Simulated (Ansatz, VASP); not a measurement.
## Two plane-wave programs on Al

```
CELL_PARAMETERS angstrom
4.73660 0.00000 0.00000
-2.36830 4.10201 0.00000
0.00000 0.00000 2.96982
ATOMIC_POSITIONS crystal
Al 0.00000 0.00000 0.00000
Al 0.33333 0.66667 0.50000
Al 0.66667 0.33333 0.50000
```

Alike in both runs: task single point; functional BLYP; k mesh 9 × 9 × 12; occupations fermi-dirac, width 0.1 eV; no spin polarisation.

|  | VASP | Ansatz |
| --- | --- | --- |
| version | VASP 6.6.1 | Ansatz 0.2.0 |
| potentials or method | VASP PAW PBE potentials, release 64 (Al), cutoff 520 eV | plane waves (420 eV) with PAW, scalar-relativistic |
| valence electrons in the cell | 9 | 9 |

|  | VASP | Ansatz | Ansatz less VASP |
| --- | --- | --- | --- |
| pressure (GPa) | -1.6 | -1.7 | -0.07 |
| traceless stress, the component that is largest in VASP (GPa) | -0.44 | -0.43 | +0.014 |

VASP's potentials were made for PBE, not for BLYP. The functional is the same, so the differences come from potentials, cutoffs and numerics.
